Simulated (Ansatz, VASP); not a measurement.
## CoPdO2: VASP beside Ansatz

```
Co Pd O
1.0
     1.41500    0.81695    5.91433
    -1.41500    0.81695    5.91433
     0.00000   -1.63390    5.91433
Co Pd O
1 1 2
Direct
  0.50000 0.50000 0.50000
  0.00000 0.00000 0.00000
  0.88748 0.88748 0.88748
  0.11252 0.11252 0.11252
```

Alike in both runs: functional PBE; k mesh 12 × 12 × 12; occupations gaussian, width 0.05 eV; no spin polarisation.

Ansatz relaxed the structure, and its values are those at the end. VASP's run is a single point on that final structure, the one shown.

|  | VASP | Ansatz |
| --- | --- | --- |
| version | VASP 6.6.1 | Ansatz 0.2.0 |
| potentials or method | VASP PAW PBE potentials, release 64 (Co, Pd, O) | scalar-relativistic, plane waves, PAW |
| plane-wave cutoff (eV) | 520 | 420 |
| valence electrons in the cell | 31 | 47 |

```tsv
	VASP	Ansatz	Ansatz less VASP
pressure (GPa)	6.1	6.1	+0.05
rms of the force components (eV/Å)	0.020	0.001	-0.0193
```

VASP's potentials hold 31 valence electrons a cell and Ansatz's 47, so a difference there can come from the potentials and not from the codes. Ansatz's warnings: stress scf threshold loose.
